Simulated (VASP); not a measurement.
Set up this calculation in VASP 6.6.1, as the native input.

```yaml
Task: single point
Functional: RPBE
Potentials_or_basis: VASP PAW PBE potentials, release 64 (Zr_sv)
Cutoff: 520 eV
k_mesh: 14 × 14 × 14
Occupations: fermi-dirac, width 0.1 eV
Spin: no spin polarisation
Dipole_correction: no
Further_INCAR_settings: ALGO = Normal; EDIFF = 1e-07; NBANDS = 12
```

The structure of Zr lies in POSCAR:

```
Zr
1.0
   -1.7806648284      1.7806648284      1.7806648284
    1.7806648284     -1.7806648284      1.7806648284
    1.7806648284      1.7806648284     -1.7806648284
Zr
1
Direct
    0.0000000000      0.0000000000      0.0000000000
```

This cell differs from its parent crystal: volume scaled by 0.96.

One way to write it, as run:

INCAR

```
SYSTEM = Zr
  ALGO = Normal
  EDIFF = 1E-7
  ENCUT = 520
  GGA = RP
  ISIF = 2
  ISMEAR = -1
  LASPH = .True.
  LCHARG = .True.
  LELF = .True.
  LREAL = .False.
  LVHAR = .True.
  LWAVE = .False.
  NBANDS = 12
  NELM = 60
  PREC = Accurate
  SIGMA = 0.1
```

KPOINTS

```
k-points
0
Gamma
  14 14 14
  0 0 0
```

Potentials or basis: VASP PAW PBE potentials, release 64 (Zr_sv).

Run with:

```bash
$ cat potpaw_PBE.64/Zr_sv/POTCAR > POTCAR
$ mpirun -np 1 vasp_std > vasp.out
```

It gave:

- Pressure: 3.5 GPa
- Band gap on the k mesh: zero (band 6 reaches 10.29 eV, above the bottom of band 7 at 8.48 eV)

Caveat: the PAW data sets were made with another functional, which shifts forces and pressure a little.

Wall time 8.1 s on 1 thread of Intel(R) Xeon(R) 6975P-C (Granite Rapids) (shared host), peak memory 0.15 GiB.
